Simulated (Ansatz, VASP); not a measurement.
# C in VASP and in Ansatz

```
C
1.0
     0.00000    1.78345    1.78345
     1.78345    0.00000    1.78345
     1.78345    1.78345    0.00000
C
2
Direct
  0.50000 0.50000 0.50000
  0.75000 0.75000 0.75000
```

Alike in both runs: task single point; functional PBE; k mesh 14 × 14 × 14; occupations fermi-dirac, width 0.1 eV; no spin polarisation.

```csv
,VASP,Ansatz
version,VASP 6.6.1,Ansatz 0.2.0
potentials or method,"VASP PAW PBE potentials, release 64 (C), cutoff 600 eV","PAW, plane waves, scalar-relativistic"
valence electrons in the cell,8,8
```

```tsv
	VASP	Ansatz	Ansatz less VASP
pressure (GPa)	1.7	1.7	-0.02
```

With one functional, cell and mesh, what is left measures potentials, basis and numerics.
